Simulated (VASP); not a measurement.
# Bi (Fm-3m) in VASP: a series of runs, part 2 of 2

VASP 6.6.1.

## 3. Single point, LDA (volume scaled by 1.12)

INCAR

```
SYSTEM = Bi
PREC = Accurate ; ENCUT = 520
EDIFF = 1E-7 ; ISMEAR = -1
SIGMA = 0.1 ; LREAL = .False.
LASPH = .True. ; NELM = 80
ALGO = Normal ; ISIF = 2
LWAVE = .False. ; LCHARG = .False.
GGA = CA ; NBANDS = 14
```

KPOINTS

```
Automatic mesh
0
Gamma
  13 13 13
  0 0 0
```

POSCAR

```
Bi
1.0
    0.0000000000      2.5478352954      2.5478352954
    2.5478352954      0.0000000000      2.5478352954
    2.5478352954      2.5478352954      0.0000000000
Bi
1
Direct
    0.0000000000      0.0000000000      0.0000000000
```

Potentials or basis: VASP PAW LDA potentials, release 64 (Bi_d).

The run is started by

```
$ cat potpaw_LDA.64/Bi_d/POTCAR > POTCAR
$ mpirun -np 1 vasp_std > vasp.out
```

OUTCAR:

```text
SYSTEM = Bi
   PREC = Accurate
   ENCUT = 520
   EDIFF = 1E-7
   ISMEAR = -1
   LREAL = .False.
   LASPH = .True.
   NELM = 80
   ISIF = 2
   GGA = CA

 ion  position               nearest neighbor table
   1  0.000  0.000  0.000-

  LATTYP: Found a face centered cubic cell.
 ALAT       =     5.0956705908

  Lattice vectors:

 A1 = (   0.0000000000,   2.5478352954,   2.5478352954)
 A2 = (   2.5478352954,   0.0000000000,   2.5478352954)
 A3 = (   2.5478352954,   2.5478352954,   0.0000000000)

Analysis of symmetry for initial positions (statically):
=====================================================================
 Subroutine PRICEL returns:
 Original cell was already a primitive cell.

 Routine SETGRP: Setting up the symmetry group for a
 face centered cubic supercell.

 Subroutine GETGRP returns: Found 48 space group operations
 (whereof 48 operations were pure point group operations)
 out of a pool of 48 trial point group operations.

The static configuration has the point symmetry O_h .

Analysis of symmetry for dynamics (positions and initial velocities):
=====================================================================
 Subroutine PRICEL returns:
 Original cell was already a primitive cell.

 Routine SETGRP: Setting up the symmetry group for a
 face centered cubic supercell.

 Subroutine GETGRP returns: Found 48 space group operations
 (whereof 48 operations were pure point group operations)
 out of a pool of 48 trial point group operations.

The dynamic configuration has the point symmetry O_h .

 Subroutine INISYM returns: Found 48 space group operations
 (whereof 48 operations are pure point group operations),
 and found     1 'primitive' translations

----------------------------------------------------------------------------------------

                                     Primitive cell

  volume of cell :      33.0784

  direct lattice vectors                    reciprocal lattice vectors
     0.000000000  2.547835295  2.547835295    -0.196245025  0.196245025  0.196245025
     2.547835295  0.000000000  2.547835295     0.196245025 -0.196245025  0.196245025
     2.547835295  2.547835295  0.000000000     0.196245025  0.196245025 -0.196245025

  length of vectors
     3.603183229  3.603183229  3.603183229     0.339906353  0.339906353  0.339906353

  position of ions in fractional coordinates (direct lattice)
     0.000000000  0.000000000  0.000000000

  ion indices of the primitive-cell ions
   primitive index   ion index
                 1           1

----------------------------------------------------------------------------------------

 KPOINTS: Automatic mesh

Automatic generation of k-mesh.
 Grid dimensions read from file:
 generate k-points for:   13   13   13

 Generating k-lattice:

  Cartesian coordinates                     Fractional coordinates (reciprocal lattice)
    -0.015095771  0.015095771  0.015095771     0.076923077  0.000000000  0.000000000
     0.015095771 -0.015095771  0.015095771     0.000000000  0.076923077  0.000000000
     0.015095771  0.015095771 -0.015095771     0.000000000  0.000000000  0.076923077

  Length of vectors
     0.026146643  0.026146643  0.026146643

  Shift w.r.t. Gamma in fractional coordinates (k-lattice)
     0.000000000  0.000000000  0.000000000

 Subroutine IBZKPT returns following result:
 ===========================================

 Found     84 irreducible k-points:

 Following reciprocal coordinates:
            Coordinates               Weight
  0.000000  0.000000  0.000000      1.000000
  0.076923  0.000000  0.000000      8.000000
  0.153846  0.000000  0.000000      8.000000
  0.230769  0.000000  0.000000      8.000000
  0.307692  0.000000  0.000000      8.000000
  0.384615  0.000000  0.000000      8.000000
[... 16 lines left out ...]
  0.384615  0.153846  0.000000     24.000000
  0.461538  0.153846  0.000000     24.000000
 [... further k-points ...]
   k-points           NKPTS =     84   k-points in BZ     NKDIM =     84   number of bands    NBANDS=     14
   number of dos      NEDOS =    301   number of ions     NIONS =      1
   total plane-waves  NPLWV =  21952
   dimension x,y,z NGX =    28 NGY =   28 NGZ =   28
   dimension x,y,z NGXF=    56 NGYF=   56 NGZF=   56
   ions per type =               1
   NGX,Y,Z   is equivalent  to a cutoff of  12.92, 12.92, 12.92 a.u.
   NGXF,Y,Z  is equivalent  to a cutoff of  25.84, 25.84, 25.84 a.u.
 SYSTEM =  Bi
   PREC   = accura    normal or accurate (medium, high low for compatibility)
   ISTART =      0    job   : 0-new  1-cont  2-samecut
   ICHARG =      2    charge: 1-file 2-atom 10-const
   ISPIN  =      1    spin polarized calculation?
   LNONCOLLINEAR =      F non collinear calculations
   LSORBIT =      F    spin-orbit coupling
   LASPH  =      T    aspherical Exc in radial PAW
   ENCUT  =  520.0 eV  38.22 Ry    6.18 a.u.   6.70  6.70  6.70*2*pi/ulx,y,z
   NELM   =     80;   NELMIN=  2; NELMDL= -5     # of ELM steps
   EDIFF  = 0.1E-06   stopping-criterion for ELM
   LREAL  =      F    real-space projection
   EDIFFG = 0.1E-05   stopping-criterion for IOM
   NSW    =      0    number of steps for IOM
   IBRION =     -1    ionic relax: 0-MD 1-quasi-New 2-CG
   NFREE  =      0    steps in history (QN), initial steepest desc. (CG)
   ISIF   =      2    stress and relaxation
   ISYM   =      2    0-nonsym 1-usesym 2-fastsym
   POTIM  = 0.5000    time-step for ionic-motion
   TEBEG  =    0.0;   TEEND  =   0.0 temperature during run
   PSTRESS=    0.0 pullay stress
   NELECT =      15.0000    total number of electrons
   NUPDOWN=      -1.0000    fix difference up-down
   EMIN   =  10.00;   EMAX   =-10.00  energy-range for DOS
   EFERMI =   0.00;   METHOD = LEGACY
   ISMEAR =    -1;   SIGMA  =   0.10  broadening in eV -4-tet -1-fermi 0-gaus
   EFERMI_NEDOS =   21; number of points for ismear=-14 and -15
   IALGO  =     38    algorithm
   IMIX   =      4    mixing-type and parameters
     AMIX     =   0.40;   BMIX     =  1.00
     AMIX_MAG =   1.60;   BMIX_MAG =  1.00
  volume/ion in A,a.u.               =      33.08       223.22
  Fermi-wavevector in a.u.,A,eV,Ry     =   1.257739  2.376782 21.523161  1.581908
  Thomas-Fermi vector in A             =   2.391383
   LORBIT       =      0    0 simple, 1 ext, 2 COOP (PROOUT), +10 PAW based schemes
   GGA     = CA    functional components
   LHFCALC =     F    Hartree Fock is set to
   AEXX    =    0.0000 exact exchange contribution
   IVDW    =     0    specifies the selected vdW correction
   LEPSILON=     F    determine dielectric tensor
   LRPA    =     F    only Hartree local field effects (RPA)
 non-spin polarized calculation
  energy-cutoff  :      520.00
  volume of cell :       33.08
 maximum number of plane-waves:       911
   NGX = 13   NGY = 13   NGZ = 13

 number of electron      14.9999994 magnetization

 Free energy of the ion-electron system (eV)
  ---------------------------------------------------
  ext. energy  EPLUGINS =         0.00000000
  ---------------------------------------------------
  free energy    TOTEN  =        -4.35008335 eV

  energy without entropy =       -4.32134126  energy(sigma->0) =       -4.33571231

 E-fermi :   6.9984     XC(G=0): -10.2461

 val. band max:        6.9978692313   @ k =  -0.4615   0.4615   0.0769
 cond. band min:       7.0046997947   @ k =  -0.4615   0.2308   0.0769
 fundamental gap:      0.0068305634
 Fermi energy:         6.9983821831

 k-point     1 :       0.0000    0.0000    0.0000
  band No.  band energies     occupation
      1     -15.9832      2.00000
      2     -15.9832      2.00000
      3     -15.9832      2.00000
      4     -15.9260      2.00000
      5     -15.9260      2.00000
      6      -6.2018      2.00000
      7      11.4913      0.00000
      8      11.4913      0.00000
      9      11.4913      0.00000
     10      15.2681      0.00000
     11      16.1745      0.00000
     12      17.5459      0.00000
     13      17.5459      0.00000
     14      17.5459      0.00000

 k-point     2 :       0.0769    0.0000    0.0000
  band No.  band energies     occupation
      1     -15.9825      2.00000
      2     -15.9795      2.00000
      3     -15.9795      2.00000
      4     -15.9260      2.00000
      5     -15.9260      2.00000
      6      -6.1078      2.00000
      7      10.4011      0.00000
      8      11.3834      0.00000
      9      11.3834      0.00000
     10      15.4717      0.00000
[... 362 lines left out ...]
 k-point    24 :       0.4615    0.1538    0.0000
  band No.  band energies     occupation
      1     -15.9882      2.00000
      2     -15.9582      2.00000
      3     -15.9505      2.00000
      4     -15.8935      2.00000
      5     -15.8638      2.00000
      6      -3.7373      2.00000
      7       3.0411      2.00000
      8       8.1407      0.00002
      9       9.1592      0.00000
     10      13.5704      0.00000
     11      16.7717      0.00000
     12      18.2310      0.00000
     13      19.0245      0.00000
     14      19.7481      0.00000

 [... further k-points ...]
[... 5 lines left out ...]
  --------------------------------------------------------------------------------------
  -------------------------------------------------------------------------------------
  Total       -1.1281121     -1.1281121     -1.1281121     -0.0000000      0.0000000      0.0000000
  in kB      -54.6410175    -54.6410175    -54.6410175     -0.0000000      0.0000000      0.0000000
  external PRESSURE =     -54.6410175 kB  Pullay stress =       0.0000000 kB

 VOLUME and BASIS-vectors are now :
 -----------------------------------------------------------------------------
  energy-cutoff  :      520.00
  volume of cell :       33.08
      direct lattice vectors                 reciprocal lattice vectors
     0.000000000  2.547835295  2.547835295    -0.196245025  0.196245025  0.196245025
     2.547835295  0.000000000  2.547835295     0.196245025 -0.196245025  0.196245025
     2.547835295  2.547835295  0.000000000     0.196245025  0.196245025 -0.196245025

 POSITION                                       TOTAL-FORCE (eV/Angst)
 -----------------------------------------------------------------------------------
      0.00000      0.00000      0.00000        -0.000000      0.000000     -0.000000
 -----------------------------------------------------------------------------------
    total drift:                               -0.000000     -0.000000     -0.000000

  FREE ENERGIE OF THE ION-ELECTRON SYSTEM (eV)
  ---------------------------------------------------
  free  energy   TOTEN  =        -4.3500833528 eV

  energy  without entropy=       -4.3213412628  energy(sigma->0) =       -4.33571231
```

OSZICAR:

```text
N       E                     dE             d eps       ncg     rms          rms(c)
DAV:   1     0.113328163739E+03    0.11333E+03   -0.76062E+03  2352   0.120E+03
DAV:   2     0.236271897945E+01   -0.11097E+03   -0.10767E+03  2490   0.331E+02
DAV:   3    -0.419392589284E+01   -0.65566E+01   -0.65191E+01  2946   0.796E+01
DAV:   4    -0.435292570036E+01   -0.15900E+00   -0.15895E+00  2982   0.133E+01
DAV:   5    -0.436023187998E+01   -0.73062E-02   -0.73060E-02  3356   0.259E+00    0.465E-01
DAV:   6    -0.435252748623E+01    0.77044E-02   -0.94883E-03  3172   0.126E+00    0.277E-01
DAV:   7    -0.435017817202E+01    0.23493E-02   -0.56343E-03  3036   0.937E-01    0.764E-02
DAV:   8    -0.435008238942E+01    0.95783E-04   -0.48054E-04  3072   0.345E-01    0.114E-02
DAV:   9    -0.435008345097E+01   -0.10615E-05   -0.12343E-05  3248   0.482E-02    0.445E-03
DAV:  10    -0.435008334886E+01    0.10210E-06   -0.15542E-06  3200   0.176E-02    0.297E-04
DAV:  11    -0.435008335277E+01   -0.39097E-08   -0.46178E-08  2106   0.227E-03
   1 F= -.43500834E+01 E0= -.43357123E+01  d E =-.287421E-01
```

stdout:

```text
POSCAR found type information on POSCAR Bi
 POSCAR found :  1 types and       1 ions
 scaLAPACK will be used
 LDA part: xc-table for (Slater(with rela. corr.)+CA(PZ))
 , standard interpolation
 POSCAR, INCAR and KPOINTS ok, starting setup
 FFT: planning ... GRIDC
 FFT: planning ... GRID_SOFT
 FFT: planning ... GRID
 WAVECAR not read
 entering main loop
```

It took 23 s on 1 thread of Intel Xeon Platinum 8488C (Sapphire Rapids), shared host; peak memory 0.16 GiB.

What came out:

```yaml
Free_energy: -4.3501 eV
Pressure: -5.5 GPa
```

Levels at points of the mesh, in eV from the Fermi level:
| k point | band 4 | band 5 | band 6 | band 7 | band 8 | band 9 | band 10 | band 11 |
| --- | --- | --- | --- | --- | --- | --- | --- | --- |
| (0.00, 0.00, 0.00) | -22.92 | -22.92 | -13.20 | 4.49 | 4.49 | 4.49 | 8.27 | 9.18 |

Caveat: the cell differs from its parent crystal (volume scaled by 1.12); spin-orbit coupling is left out, which moves the levels of the heavy elements.

## 4. Relaxation of cell and atoms, LDA

INCAR

```
SYSTEM = Bi
  PREC = Accurate
  ENCUT = 600
  EDIFF = 1E-6
  ISMEAR = -1
  SIGMA = 0.1
  LREAL = .False.
  LASPH = .True.
  NELM = 80
  ALGO = Normal
  ISIF = 3
  LWAVE = .False.
  LCHARG = .False.
  GGA = CA
  IBRION = 2
  NSW = 80
  EDIFFG = -0.01
```

KPOINTS

```
regular mesh
0
Gamma
  11 11 11
  0 0 0
```

POSCAR

```
Bi
1.0
    0.0000000000      2.5158775227      2.5158775227
    2.5158775227      0.0000000000      2.5158775227
    2.5158775227      2.5158775227      0.0000000000
Bi
1
Direct
    0.0000000000      0.0000000000      0.0000000000
```

Potentials or basis: VASP PAW LDA potentials, release 64 (Bi_d).

The run is started by

```
$ cat potpaw_LDA.64/Bi_d/POTCAR > POTCAR
$ mpirun -np 1 vasp_std > vasp.out
```

OUTCAR:

```text
SYSTEM = Bi
   PREC = Accurate
   ENCUT = 600
   EDIFF = 1E-6
   ISMEAR = -1
   LREAL = .False.
   LASPH = .True.
   NELM = 80
   ISIF = 3
   GGA = CA
   IBRION = 2
   NSW = 80
   EDIFFG = -0.01

 ion  position               nearest neighbor table
   1  0.000  0.000  0.000-

  LATTYP: Found a face centered cubic cell.
 ALAT       =     5.0317550454

  Lattice vectors:

 A1 = (   0.0000000000,   2.5158775227,   2.5158775227)
 A2 = (   2.5158775227,   0.0000000000,   2.5158775227)
 A3 = (   2.5158775227,   2.5158775227,   0.0000000000)

Analysis of symmetry for initial positions (statically):
=====================================================================
 Subroutine PRICEL returns:
 Original cell was already a primitive cell.

 Routine SETGRP: Setting up the symmetry group for a
 face centered cubic supercell.

 Subroutine GETGRP returns: Found 48 space group operations
 (whereof 48 operations were pure point group operations)
 out of a pool of 48 trial point group operations.

The static configuration has the point symmetry O_h .

Analysis of symmetry for dynamics (positions and initial velocities):
[... 165 lines left out ...]
  Total       -0.7445242     -0.7445242     -0.7445242      0.0000000     -0.0000000      0.0000000
  in kB      -37.4533731    -37.4533731    -37.4533731      0.0000000     -0.0000000      0.0000000
  external PRESSURE =     -37.4533731 kB  Pullay stress =       0.0000000 kB
[... 57 lines left out ...]
--------------------------------------- Ionic step        3  -------------------------------------------

 number of electron      15.0000001 magnetization

 Free energy of the ion-electron system (eV)
  ---------------------------------------------------
  ext. energy  EPLUGINS =         0.00000000
  ---------------------------------------------------
  free energy    TOTEN  =        -4.41065409 eV

  energy without entropy =       -4.37986113  energy(sigma->0) =       -4.39525761

 E-fermi :   8.4055     XC(G=0): -10.7729

 val. band max:        8.3945655491   @ k =  -0.1818   0.0909   0.0000
 cond. band min:       8.4215717244   @ k =   0.4545   0.2727   0.0909
 fundamental gap:      0.0270061753
 Fermi energy:         8.4055232142

 k-point     1 :       0.0000    0.0000    0.0000
  band No.  band energies     occupation
      1     -14.6675      2.00000
      2     -14.6675      2.00000
      3     -14.6675      2.00000
      4     -14.5817      2.00000
      5     -14.5817      2.00000
      6      -5.5759      2.00000
      7      13.6245      0.00000
      8      13.6245      0.00000
      9      13.6245      0.00000
     10      17.4963      0.00000
     11      17.9575      0.00000
[... 309 lines left out ...]
 k-point    24 :      -0.1818    0.1818    0.0000
  band No.  band energies     occupation
      1     -14.6556      2.00000
      2     -14.6429      2.00000
      3     -14.6073      2.00000
      4     -14.5958      2.00000
      5     -14.5316      2.00000
      6      -4.0190      2.00000
      7       7.2749      1.99998
      8       9.1843      0.00083
      9      12.9977      0.00000
     10      17.1126      0.00000
     11      18.3553      0.00000

 [... further k-points ...]
[... 5 lines left out ...]
  --------------------------------------------------------------------------------------
  -------------------------------------------------------------------------------------
  Total        0.0093078      0.0093078      0.0093078      0.0000000      0.0000000      0.0000000
  in kB        0.5039324      0.5039324      0.5039324      0.0000000      0.0000000      0.0000000
  external PRESSURE =       0.5039324 kB  Pullay stress =       0.0000000 kB
[... 16 lines left out ...]
  FREE ENERGIE OF THE ION-ELECTRON SYSTEM (eV)
  ---------------------------------------------------
  free  energy   TOTEN  =        -4.4106540949 eV

  energy  without entropy=       -4.3798611259  energy(sigma->0) =       -4.39525761

 reached required accuracy - stopping structural energy minimisation
```

It took 29 s on 1 thread of Intel Xeon Platinum 8488C (Sapphire Rapids), shared host; peak memory 0.16 GiB.

Results:

- Free energy: -4.4107 eV
- Relaxed volume: 29.59 Å³/atom
- Relaxed cell: a = 3.472 Å, b = 3.472 Å, c = 3.472 Å, α = 60.00°, β = 60.00°, γ = 60.00°
- Space group after relaxing (to 0.05 Å): Fm-3m (No. 225)
- Energy gained by relaxing: 28.5 meV/atom
- Ionic steps: 3
- Pressure after relaxing: 0.1 GPa

The path:
```tsv
step	energy change (eV)	largest force (eV/Å)	pressure (GPa)	volume (Å³)
1	0.0000	0.0000	-3.75	31.85
2	-0.0208	0.0000	2.36	28.54
3	-0.0285	0.0000	0.05	29.59
```

Final structure:
```yaml
crystal:
  lattice:
    - [0.00000, 2.45500, 2.45500]
    - [2.45500, 0.00000, 2.45500]
    - [2.45500, 2.45500, 0.00000]
  atoms:
    - { symbol: Bi, position: [0.00000, 0.00000, 0.00000] }
```

Levels at points of the mesh, in eV from the Fermi level:
| k point | band 5 | band 6 | band 7 | band 8 | band 9 | band 10 |
| --- | --- | --- | --- | --- | --- | --- |
| (0.00, 0.00, 0.00) | -22.99 | -13.98 | 5.22 | 5.22 | 5.22 | 9.09 |

Caveat: spin-orbit coupling is left out, which moves the levels of the heavy elements.

## 5. Single point, LDA

This run uses another cell than the first one, of 29.53 Å³/atom, 0.926 times its volume.

INCAR

```
SYSTEM = Bi
PREC = Accurate ; ENCUT = 520
EDIFF = 1E-6 ; ISMEAR = -1
SIGMA = 0.1 ; LREAL = .False.
LASPH = .True. ; NELM = 100
ALGO = Normal ; ISIF = 2
LWAVE = .False. ; LCHARG = .False.
GGA = CA ; NBANDS = 14
```

KPOINTS

```
Automatic mesh
0
Gamma
  18 18 18
  0 0 0
```

POSCAR

```
Bi
1.0
    0.0000000000      2.4533829460      2.4533829460
    2.4533829460      0.0000000000      2.4533829460
    2.4533829460      2.4533829460      0.0000000000
Bi
1
Direct
    0.0000000000      0.0000000000      0.0000000000
```

The run is started by

```
$ cat potpaw_LDA.64/Bi_d/POTCAR > POTCAR
$ mpirun -np 1 vasp_std > vasp.out
```

Run time: 44 s. Hardware: 1 thread of Intel Xeon Platinum 8488C (Sapphire Rapids), shared host; peak memory 0.19 GiB.

Results (log left out):

- Free energy: -4.4170 eV
- Pressure: 0.0 GPa

Levels at points of the mesh, in eV from the Fermi level:
```tsv
k point	band 4	band 5	band 6	band 7	band 8	band 9	band 10	band 11
(0.00, 0.00, 0.00)	-23.01	-23.01	-14.01	5.21	5.21	5.21	9.07	9.56
(0.50, 0.00, 0.00)	-22.92	-22.92	-10.89	-5.63	3.51	3.51	7.77	8.60
(0.50, 0.50, 0.00)	-22.90	-22.90	-9.67	-4.77	0.31	0.31	4.15	5.35
```

Caveat: spin-orbit coupling is left out, which moves the levels of the heavy elements.

## 6. The runs side by side

```tsv
task	cell	k mesh	cutoff (eV)	gap on the mesh (eV)	pressure (GPa)
single point	a = 3.560 Å, angles 60.0°, 1 atom	13 × 13 × 13	520	none	-4.0
single point	a = 3.603 Å, angles 60.0°, 1 atom	13 × 13 × 13	520	none	-5.5
relaxation of cell and atoms	relaxed from a = 3.558 Å, angles 60.0°, 1 atom	11 × 11 × 11	600	none	0.1
single point	a = 3.470 Å, angles 60.0°, 1 atom	18 × 18 × 18	520	none	0.0
```

Alike in all rows: level LDA; potentials or basis VASP PAW LDA potentials, release 64 (Bi_d); no spin polarisation; smearing fermi-dirac 0.1 eV.

Caveats: spin-orbit coupling is left out, which moves the levels of the heavy elements.

Total energies depend on the potentials used, so only differences within one code and one set of settings carry meaning.
